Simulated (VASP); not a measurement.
# Bi4Se3 (R-3m) in VASP: a series of runs

The runs below take Bi4Se3 through single point, with LDA, PBEsol.

Everything below comes from runs of VASP 6.6.1. Logs are shortened: lines on timing, memory, paths and dates and some standing lists are left out, and cuts for length are marked.

**1. The cell of the first run**

Symmetry: R-3m, No. 166, trigonal system. Conventional cell: a = 4.236 Å, b = 4.236 Å, c = 38.924 Å, α = 90.00°, β = 90.00°, γ = 120.00°. Bi (site symmetry 3m) has 3 Bi at 3.00 Å and 3 Se at 3.36 Å within 3.9 Å. Bi (site symmetry 3m) has 6 Se at 2.87 to 3.04 Å within 3.8 Å. Se (site symmetry 3m) has 6 Bi at 2.87 to 3.36 Å within 3.8 Å. Within 4.3 Å of Se (site symmetry -3m) lie 6 Bi at 3.04 Å and 12 Se at 4.12 to 4.24 Å.

**2. Single point, LDA**

File INCAR:

```
SYSTEM = Bi4Se3
PREC     = Accurate       ! precision mode
ENCUT    = 520            ! plane-wave cutoff, eV
EDIFF    = 1E-6           ! SCF threshold, eV
ISMEAR   = -1             ! smearing method
SIGMA    = 0.1            ! smearing width, eV
LREAL    = .False.        ! projectors in reciprocal space
LASPH    = .True.         ! aspherical terms in the spheres
NELM     = 80             ! most SCF steps
ALGO     = Normal         ! electronic algorithm
ISIF     = 2              ! what is computed and relaxed
LWAVE    = .False.        ! write WAVECAR
LCHARG   = .False.        ! write CHGCAR
NBANDS   = 48             ! bands
```

File KPOINTS:

```
Automatic mesh
0
Gamma
  7 7 7
  0 0 0
```

File POSCAR:

```
Bi4Se3
1.0
    2.1178035464      1.2227144460     12.9746010823
   -2.1178035464      1.2227144460     12.9746010823
    0.0000000000     -2.4454288969     12.9746010819
Bi Se
4 3
Direct
    0.1444128626      0.1444128626      0.1444128626
    0.8555871374      0.8555871374      0.8555871374
    0.2868578666      0.2868578666      0.2868578666
    0.7131421334      0.7131421334      0.7131421334
    0.4185619784      0.4185619784      0.4185619784
    0.5814380216      0.5814380216      0.5814380216
    0.0000000000      0.0000000000      0.0000000000
```

Potentials or basis: VASP PAW LDA potentials, release 64 (Bi_d, Se).

Launch:

```
$ cat potpaw_LDA.64/Bi_d/POTCAR potpaw_LDA.64/Se/POTCAR > POTCAR
$ mpirun -np 1 vasp_std > vasp.out
```

OUTCAR:

```text
SYSTEM = Bi4Se3
   PREC = Accurate
   ENCUT = 520
   EDIFF = 1E-6
   ISMEAR = -1
   LREAL = .False.
   LASPH = .True.
   NELM = 80
   ISIF = 2

 ion  position               nearest neighbor table
   1  0.144  0.144  0.144-   2 3.00   2 3.00   2 3.00
   2  0.856  0.856  0.856-   1 3.00   1 3.00   1 3.00
   3  0.287  0.287  0.287-   6 2.87   6 2.87   6 2.87   7 3.04   7 3.04   7 3.04
   4  0.713  0.713  0.713-   5 2.87   5 2.87   5 2.87   7 3.04   7 3.04   7 3.04
   5  0.419  0.419  0.419-   4 2.87   4 2.87   4 2.87
   6  0.581  0.581  0.581-   3 2.87   3 2.87   3 2.87
   7  0.000  0.000  0.000-   4 3.04   4 3.04   3 3.04   3 3.04   4 3.04   3 3.04

  LATTYP: Found a trigonal (rhomboedric) cell.
 ALAT       =    13.2030449413
 COS(alpha) =     0.9485419725

  Lattice vectors:

 A1 = (   2.1178035464,   1.2227144460,  12.9746010823)
 A2 = (  -2.1178035464,   1.2227144460,  12.9746010823)
 A3 = (   0.0000000000,  -2.4454288969,  12.9746010819)

Analysis of symmetry for initial positions (statically):
=====================================================================
 Subroutine PRICEL returns:
 Original cell was already a primitive cell.

 Routine SETGRP: Setting up the symmetry group for a
 trigonal (rhombohedral) supercell.

 Subroutine GETGRP returns: Found 12 space group operations
 (whereof 12 operations were pure point group operations)
 out of a pool of 12 trial point group operations.

The static configuration has the point symmetry D_3d.

Analysis of symmetry for dynamics (positions and initial velocities):
=====================================================================
 Subroutine PRICEL returns:
 Original cell was already a primitive cell.

 Routine SETGRP: Setting up the symmetry group for a
 trigonal (rhombohedral) supercell.

 Subroutine GETGRP returns: Found 12 space group operations
 (whereof 12 operations were pure point group operations)
 out of a pool of 12 trial point group operations.

The dynamic configuration has the point symmetry D_3d.

 Subroutine INISYM returns: Found 12 space group operations
 (whereof 12 operations are pure point group operations),
 and found     1 'primitive' translations

----------------------------------------------------------------------------------------

                                     Primitive cell

  volume of cell :     201.5840

  direct lattice vectors                    reciprocal lattice vectors
     2.117803546  1.222714446 12.974601082     0.236093665  0.136308741  0.025691220
    -2.117803546  1.222714446 12.974601082    -0.236093665  0.136308741  0.025691220
     0.000000000 -2.445428897 12.974601082     0.000000000 -0.272617482  0.025691220

  length of vectors
    13.203044941 13.203044941 13.203044941     0.273825364  0.273825364  0.273825364

  position of ions in fractional coordinates (direct lattice)
     0.144412863  0.144412863  0.144412863
     0.855587137  0.855587137  0.855587137
     0.286857867  0.286857867  0.286857867
     0.713142133  0.713142133  0.713142133
     0.418561978  0.418561978  0.418561978
     0.581438022  0.581438022  0.581438022
     0.000000000  0.000000000  0.000000000

  ion indices of the primitive-cell ions
   primitive index   ion index
                 1           1
                 2           2
                 3           3
                 4           4
                 5           5
                 6           6
                 7           7

----------------------------------------------------------------------------------------

 KPOINTS: Automatic mesh

Automatic generation of k-mesh.
 Grid dimensions read from file:
 generate k-points for:    7    7    7

 Generating k-lattice:

  Cartesian coordinates                     Fractional coordinates (reciprocal lattice)
     0.033727666  0.019472677  0.003670174     0.142857143  0.000000000  0.000000000
    -0.033727666  0.019472677  0.003670174     0.000000000  0.142857143  0.000000000
     0.000000000 -0.038945355  0.003670174     0.000000000  0.000000000  0.142857143

  Length of vectors
     0.039117909  0.039117909  0.039117909

  Shift w.r.t. Gamma in fractional coordinates (k-lattice)
     0.000000000  0.000000000  0.000000000

 Subroutine IBZKPT returns following result:
 ===========================================

 Found     44 irreducible k-points:

 Following reciprocal coordinates:
            Coordinates               Weight
  0.000000  0.000000  0.000000      1.000000
  0.142857  0.000000 -0.000000      6.000000
  0.285714 -0.000000 -0.000000      6.000000
  0.428571  0.000000 -0.000000      6.000000
  0.142857  0.142857 -0.000000      6.000000
  0.285714  0.142857 -0.000000     12.000000
[... 16 lines left out ...]
  0.285714  0.285714  0.142857      6.000000
  0.428571  0.285714  0.142857     12.000000
 [... further k-points ...]
   k-points           NKPTS =     44   k-points in BZ     NKDIM =     44   number of bands    NBANDS=     48
   number of dos      NEDOS =    301   number of ions     NIONS =      7
   total plane-waves  NPLWV = 941192
   dimension x,y,z NGX =    98 NGY =   98 NGZ =   98
   dimension x,y,z NGXF=   196 NGYF=  196 NGZF=  196
   ions per type =               4   3
   NGX,Y,Z   is equivalent  to a cutoff of  12.34, 12.34, 12.34 a.u.
   NGXF,Y,Z  is equivalent  to a cutoff of  24.68, 24.68, 24.68 a.u.
 SYSTEM =  Bi4Se3
   PREC   = accura    normal or accurate (medium, high low for compatibility)
   ISTART =      0    job   : 0-new  1-cont  2-samecut
   ICHARG =      2    charge: 1-file 2-atom 10-const
   ISPIN  =      1    spin polarized calculation?
   LNONCOLLINEAR =      F non collinear calculations
   LSORBIT =      F    spin-orbit coupling
   LASPH  =      T    aspherical Exc in radial PAW
   ENCUT  =  520.0 eV  38.22 Ry    6.18 a.u.  24.55 24.55 24.55*2*pi/ulx,y,z
   NELM   =     80;   NELMIN=  2; NELMDL= -5     # of ELM steps
   EDIFF  = 0.1E-05   stopping-criterion for ELM
   LREAL  =      F    real-space projection
   EDIFFG = 0.1E-04   stopping-criterion for IOM
   NSW    =      0    number of steps for IOM
   IBRION =     -1    ionic relax: 0-MD 1-quasi-New 2-CG
   NFREE  =      0    steps in history (QN), initial steepest desc. (CG)
   ISIF   =      2    stress and relaxation
   ISYM   =      2    0-nonsym 1-usesym 2-fastsym
   POTIM  = 0.5000    time-step for ionic-motion
   TEBEG  =    0.0;   TEEND  =   0.0 temperature during run
   PSTRESS=    0.0 pullay stress
   NELECT =      78.0000    total number of electrons
   NUPDOWN=      -1.0000    fix difference up-down
   EMIN   =  10.00;   EMAX   =-10.00  energy-range for DOS
   EFERMI =   0.00;   METHOD = LEGACY
   ISMEAR =    -1;   SIGMA  =   0.10  broadening in eV -4-tet -1-fermi 0-gaus
   EFERMI_NEDOS =   21; number of points for ismear=-14 and -15
   IALGO  =     38    algorithm
   IMIX   =      4    mixing-type and parameters
     AMIX     =   0.40;   BMIX     =  1.00
     AMIX_MAG =   1.60;   BMIX_MAG =  1.00
  volume/ion in A,a.u.               =      28.80       194.34
  Fermi-wavevector in a.u.,A,eV,Ry     =   1.192947  2.254342 19.362748  1.423122
  Thomas-Fermi vector in A             =   2.328973
   LORBIT       =      0    0 simple, 1 ext, 2 COOP (PROOUT), +10 PAW based schemes
   GGA     = CA    functional components
   LHFCALC =     F    Hartree Fock is set to
   AEXX    =    0.0000 exact exchange contribution
   IVDW    =     0    specifies the selected vdW correction
   LEPSILON=     F    determine dielectric tensor
   LRPA    =     F    only Hartree local field effects (RPA)
 non-spin polarized calculation
  energy-cutoff  :      520.00
  volume of cell :      201.58
 maximum number of plane-waves:      5448
 NGX is ok and might be reduce to    98
   NGX = 49   NGY = 49   NGZ = 49

 number of electron      78.0000000 magnetization

 Free energy of the ion-electron system (eV)
  ---------------------------------------------------
  ext. energy  EPLUGINS =         0.00000000
  ---------------------------------------------------
  free energy    TOTEN  =       -32.58418919 eV

  energy without entropy =      -32.55303241  energy(sigma->0) =      -32.56861080

 E-fermi :   6.1163     XC(G=0): -10.0547

 val. band max:        6.1076354488   @ k =   0.1429   0.0000  -0.0000
 cond. band min:       6.2068384161   @ k =  -0.4286  -0.4286   0.1429
 fundamental gap:      0.0992029673
 Fermi energy:         6.1163049174

 k-point     1 :       0.0000    0.0000    0.0000
  band No.  band energies     occupation
      1     -17.3835      2.00000
      2     -17.3835      2.00000
      3     -17.3800      2.00000
      4     -17.3800      2.00000
      5     -17.3639      2.00000
      6     -17.3618      2.00000
[... 40 lines left out ...]
     47       9.0428      0.00000
     48       9.0428      0.00000

 k-point     2 :       0.1429    0.0000   -0.0000
  band No.  band energies     occupation
      1     -17.3867      2.00000
      2     -17.3824      2.00000
      3     -17.3801      2.00000
      4     -17.3767      2.00000
      5     -17.3633      2.00000
      6     -17.3615      2.00000
[... 40 lines left out ...]
     47       9.1652      0.00000
     48       9.4187      0.00000

 k-point     3 :       0.2857   -0.0000   -0.0000
  band No.  band energies     occupation
      1     -17.3949      2.00000
      2     -17.3886      2.00000
      3     -17.3743      2.00000
      4     -17.3707      2.00000
      5     -17.3673      2.00000
      6     -17.3615      2.00000
[... 40 lines left out ...]
     47       9.7197      0.00000
     48       9.7881      0.00000

 k-point     4 :       0.4286    0.0000   -0.0000
  band No.  band energies     occupation
      1     -17.4023      2.00000
      2     -17.3941      2.00000
      3     -17.3729      2.00000
      4     -17.3702      2.00000
      5     -17.3670      2.00000
      6     -17.3639      2.00000
[... 958 lines left out ...]
     47       9.8263      0.00000
     48       9.8273      0.00000

 k-point    23 :       0.2857    0.2857    0.1429
  band No.  band energies     occupation
      1     -17.3867      2.00000
      2     -17.3824      2.00000
      3     -17.3801      2.00000
      4     -17.3767      2.00000
      5     -17.3633      2.00000
      6     -17.3615      2.00000
[... 40 lines left out ...]
     47       9.1854      0.00000
     48       9.2805      0.00000

 k-point    24 :       0.4286    0.2857    0.1429
  band No.  band energies     occupation
      1     -17.3905      2.00000
      2     -17.3862      2.00000
      3     -17.3755      2.00000
      4     -17.3749      2.00000
      5     -17.3644      2.00000
      6     -17.3629      2.00000
[... 40 lines left out ...]
     47       9.6098      0.00000
     48       9.8757      0.00000

 [... further k-points ...]
[... 5 lines left out ...]
  --------------------------------------------------------------------------------------
  -------------------------------------------------------------------------------------
  Total        0.1921367      0.1921367      0.1680957      0.0000000     -0.0000000     -0.0000000
  in kB        1.5270910      1.5270910      1.3360148      0.0000000     -0.0000000     -0.0000000
  external PRESSURE =       1.4633989 kB  Pullay stress =       0.0000000 kB

 VOLUME and BASIS-vectors are now :
 -----------------------------------------------------------------------------
  energy-cutoff  :      520.00
  volume of cell :      201.58
      direct lattice vectors                 reciprocal lattice vectors
     2.117803546  1.222714446 12.974601082     0.236093665  0.136308741  0.025691220
    -2.117803546  1.222714446 12.974601082    -0.236093665  0.136308741  0.025691220
     0.000000000 -2.445428897 12.974601082     0.000000000 -0.272617482  0.025691220

 POSITION                                       TOTAL-FORCE (eV/Angst)
 -----------------------------------------------------------------------------------
      0.00000     -0.00000      5.62110         0.000000      0.000000     -0.024620
      0.00000     -0.00000     33.30271         0.000000     -0.000000      0.024620
      0.00000     -0.00000     11.16560         0.000000     -0.000000      0.017347
      0.00000     -0.00000     27.75820         0.000000      0.000000     -0.017347
      0.00000     -0.00000     16.29202         0.000000     -0.000000      0.024423
      0.00000     -0.00000     22.63178         0.000000      0.000000     -0.024423
      0.00000      0.00000      0.00000         0.000000      0.000000     -0.000000
 -----------------------------------------------------------------------------------
    total drift:                               -0.000000      0.000000      0.000000

  FREE ENERGIE OF THE ION-ELECTRON SYSTEM (eV)
  ---------------------------------------------------
  free  energy   TOTEN  =       -32.5841891867 eV

  energy  without entropy=      -32.5530324128  energy(sigma->0) =      -32.56861080
```

Run time: 56 min. Hardware: 1 thread of AMD EPYC 9R45 (Zen 5), shared host; peak memory 1.2 GiB.

What came out:

| Property | Result |
| --- | --- |
| Free energy | -32.5842 eV |
| Pressure | 0.1 GPa |
| Largest force | 0.025 eV/Å |
| Band gap on the k mesh | 0.04 eV (least direct gap 0.06 eV) |

Forces in eV/Å, atoms in the order of the input:
```
Bi   0.000  0.000 -0.025
Bi   0.000  0.000  0.025
Bi   0.000  0.000  0.017
Bi   0.000  0.000 -0.017
Se   0.000  0.000  0.024
Se   0.000  0.000 -0.024
Se   0.000  0.000  0.000
```

Levels at points of the mesh, in eV from the valence-band top:
```tsv
k point	band 37	band 38	band 39	band 40	band 41	band 42
(0.00, 0.00, 0.00)	-0.88	-0.11	-0.11	0.84	0.84	0.90
```

Caveat: the smearing spreads over this small gap; spin-orbit coupling is left out, which moves the levels of the heavy elements.

(Continued in part 2 of 2.)

The gap in the log of VASP goes by the Fermi energy; the results here count the filled bands.